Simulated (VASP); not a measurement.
A run of VASP 6.6.1 is set up as follows.

INCAR

```
PREC = Accurate
ENCUT = 520
EDIFF = 1E-7
ISMEAR = 0
SIGMA = 0.05
LREAL = False
LASPH = True
NELM = 60
ALGO = Normal
ISIF = 2
LWAVE = False
LCHARG = False
GGA = PE
NBANDS = 21
```

Contents of KPOINTS:

```
Automatic mesh
0
Gamma
  10 10 10
```

Contents of POSCAR:

```
PbF2
1.0
    0.0300036450      3.0003644987      3.0003644987
    3.0303681437      0.0000000000      3.0303681437
    3.0003644987      3.0003644987      0.0300036450
Pb F
1 2
Direct
    0.0000000000      0.0000000000      0.0000000000
    0.2500000000      0.2500000000      0.2500000000
    0.7500000000      0.7500000000      0.7500000000
```

Potentials or basis: VASP PAW PBE potentials, release 64 (Pb_d, F).

Launch:

```console
$ cat potpaw_PBE.64/Pb_d/POTCAR potpaw_PBE.64/F/POTCAR > POTCAR
$ mpirun -np 1 vasp_std > vasp.out
```

Task: What does it give for the largest force?

Result: 0.043 eV/Å.

Task: What does it give for the band gap on the k mesh?

Result: 4.41 eV (least direct gap 4.56 eV).

Forces on the atoms (eV/Å):
```
Pb   0.000  0.000  0.000
F    0.000 -0.043  0.000
F    0.000  0.043  0.000
```

Caveat: spin-orbit coupling is left out, which moves the levels of the heavy elements. A k mesh can miss the band edges.
